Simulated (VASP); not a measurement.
A run of VASP 6.6.1 is set up as follows.

INCAR

```
PREC     = Accurate       # precision mode
ENCUT    = 520            # plane-wave cutoff, eV
EDIFF    = 1E-6           # SCF threshold, eV
ISMEAR   = 0              # smearing method
SIGMA    = 0.01           # smearing width, eV
LREAL    = False          # projectors in reciprocal space
LASPH    = True           # aspherical terms in the spheres
NELM     = 100            # most SCF steps
ALGO     = Normal         # electronic algorithm
ISIF     = 2              # what is computed and relaxed
LWAVE    = False          # write WAVECAR
LCHARG   = False          # write CHGCAR
GGA      = PS             # functional
NBANDS   = 15             # bands
```

KPOINTS

```
Automatic mesh
0
Gamma
  6 6 6
```

Contents of POSCAR:

```
BaTe
1.0
    3.4887283318      3.4887283318      0.0000000000
   -3.4887283318      3.4887283318      0.0000000000
    0.0000000000      3.4887283318      3.4658964319
Ba Te
1 1
Direct
    0.0000000000      0.0000000000      0.0000000000
    0.5000000000      0.5000000000      0.0000000000
```

Potentials or basis: VASP PAW PBE potentials, release 64 (Ba_sv, Te).

Launch:

```console
$ cat potpaw_PBE.64/Ba_sv/POTCAR potpaw_PBE.64/Te/POTCAR > POTCAR
$ mpirun -np 1 vasp_std > vasp.out
```

(1) Predict the band gap on the k mesh.

(2) Estimate the pressure.

## Answers

(1) 1.38 eV, indirect (least direct gap 1.77 eV).

(2) 0.1 GPa.

Caveat: the cell differs from its parent crystal (in-plane strain +0.005, then relaxed in part); the PAW data sets were made with another functional, which shifts forces and pressure a little; spin-orbit coupling is left out, which moves the levels of the heavy elements.
